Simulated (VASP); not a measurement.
Set up this calculation in VASP 6.6.1, as the native input.

```yaml
Task: single point
Functional: r2SCAN
Potentials_or_basis: VASP PAW PBE potentials, release 64 (Ga_d, N)
Cutoff: 520 eV
k_mesh: 12 × 12 × 8
Occupations: gaussian, width 0.05 eV
Spin: no spin polarisation
Dipole_correction: no
Further_INCAR_settings: ALGO = Normal; EDIFF = 1e-06; NBANDS = 26
```

Crystal: GaN.

```
Ga N
1.0
     3.18000    0.00000    0.00000
    -1.59000    2.75396    0.00000
     0.00000    0.00000    5.16600
Ga N
2 2
Direct
  0.33333 0.66667 0.00000
  0.66667 0.33333 0.50000
  0.33333 0.66667 0.37500
  0.66667 0.33333 0.87500
```

These files were run (other wordings do the same):

POSCAR

```
GaN
1.0
    3.1799990132      0.0000000000      0.0000000000
   -1.5899995067      2.7539599295      0.0000000000
    0.0000000000      0.0000000000      5.1659989486
Ga N
2 2
Direct
    0.3333333333      0.6666666667      0.0000000000
    0.6666666667      0.3333333333      0.5000000000
    0.3333333333      0.6666666667      0.3750000000
    0.6666666667      0.3333333333      0.8750000000
```

INCAR.step1

```
ALGO = Normal ; EDIFF = 1E-4
ENCUT = 520 ; GGA = PE
ISMEAR = 0 ; LASPH = True
LCHARG = False ; LREAL = False
LWAVE = True ; NBANDS = 26
NELM = 100 ; PREC = Accurate
SIGMA = 0.05
```

INCAR.step2

```
ALGO = Normal ; EDIFF = 1E-6
ENCUT = 520 ; ISIF = 2
ISMEAR = 0 ; ISTART = 1
LASPH = True ; LCHARG = False
LMIXTAU = True ; LREAL = False
LWAVE = False ; METAGGA = R2SCAN
NBANDS = 26 ; NELM = 100
PREC = Accurate ; SIGMA = 0.05
```

KPOINTS

```
k-points
0
Gamma
  12 12 8
```

Potentials or basis: VASP PAW PBE potentials, release 64 (Ga_d, N).

Command:

```sh
$ cat potpaw_PBE.64/Ga_d/POTCAR potpaw_PBE.64/N/POTCAR > POTCAR
$ cp INCAR.step1 INCAR
$ mpirun -np 1 vasp_std > vasp.out
$ cp INCAR.step2 INCAR
$ mpirun -np 1 vasp_std > vasp.out
```

It gave:

```
Pressure               : 2.2 GPa
Largest force          : 0.137 eV/Å
Band gap on the k mesh : 2.38 eV
```

Caveat: the PAW data sets were made with another functional, which shifts forces and pressure a little.

It took 7.5 min on 1 thread of Intel Xeon 8259CL, with other jobs on the host, peak memory 0.23 GiB.
